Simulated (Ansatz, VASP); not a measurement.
**One calculation of LiF, two programs**

The input POSCAR:

```
LiF
1.0
    0.0000000000      1.9948691814      1.9948691814
    1.9948691814      0.0000000000      1.9948691814
    1.9948691814      1.9948691814      0.0000000000
Li F
1 1
Direct
    0.0000000000      0.0000000000      0.0000000000
    0.5000000000      0.5000000000      0.5000000000
```

Contents of INCAR.step1:

```
SYSTEM = LiF
PREC = Accurate ; ENCUT = 520
EDIFF = 1E-5 ; ISMEAR = 0
SIGMA = 0.01 ; LREAL = .FALSE.
LASPH = .TRUE. ; NELM = 80
ALGO = Normal ; ISIF = 2
LWAVE = .TRUE. ; LCHARG = .FALSE.
GGA = PE ; NBANDS = 12
```

The input INCAR.step2:

```
SYSTEM = LiF
PREC = Accurate ; ENCUT = 520
EDIFF = 1E-7 ; ISMEAR = 0
SIGMA = 0.01 ; LREAL = .FALSE.
LASPH = .TRUE. ; NELM = 80
ALGO = Normal ; ISIF = 2
LWAVE = .FALSE. ; LCHARG = .FALSE.
GGA = PE ; LHFCALC = .TRUE.
HFSCREEN = 0.2079 ; PRECFOCK = Normal
ISTART = 1 ; NBANDS = 12
```

KPOINTS

```
regular mesh
0
G
  8 8 8
  0 0 0
```

Input for Ansatz:

```yaml
crystal:
  lattice:
    - [0.0, 1.9948691814, 1.9948691814]
    - [1.9948691814, 0.0, 1.9948691814]
    - [1.9948691814, 1.9948691814, 0.0]
  atoms:
    - { symbol: Li, position: [0.0, 0.0, 0.0] }
    - { symbol: F, position: [0.5, 0.5, 0.5] }
kpoints:
  mp_grid: { grid: [8, 8, 8] }
  band_path:
    path:
      - [0.0, 0.0, 0.0]
      - [0.5, 0.0, 0.5]
      - [0.625, 0.25, 0.625]
      - [0.375, 0.375, 0.75]
      - [0.5, 0.5, 0.5]
      - [0.5, 0.25, 0.75]
      - [-0.0625, 0.0, 0.0625]
    npoints: 1
hamiltonian:
  xc: hse06
scf:
  occupations: { method: fixed }
  n_extra_bands: 4
output:
  forces: true
  stress: true
  eigenvalues: true
  write_density: true
  write_potential: true
  elf: true
  volumetric_format: npy
```

Alike in both runs: task single point; functional HSE06; k mesh 8 × 8 × 8; no spin polarisation.

```csv
,VASP,Ansatz
version,VASP 6.6.1,Ansatz 0.2.0
potentials or method,"VASP PAW PBE potentials, release 64 (Li_sv, F)","plane waves, PAW"
plane-wave cutoff (eV),520,420
occupations,"gaussian, width 0.01 eV",fixed
valence electrons in the cell,10,10
```

|  | VASP | Ansatz | Ansatz less VASP |
| --- | --- | --- | --- |
| gap on the k mesh at the Fermi level (eV) | 11.67 | 11.67 | +0.008 |

Ansatz's warnings: stress exchange threshold loose, stress scf threshold loose.

Noted on VASP's run: the cutoff is short for stress, so the pressure is rough.
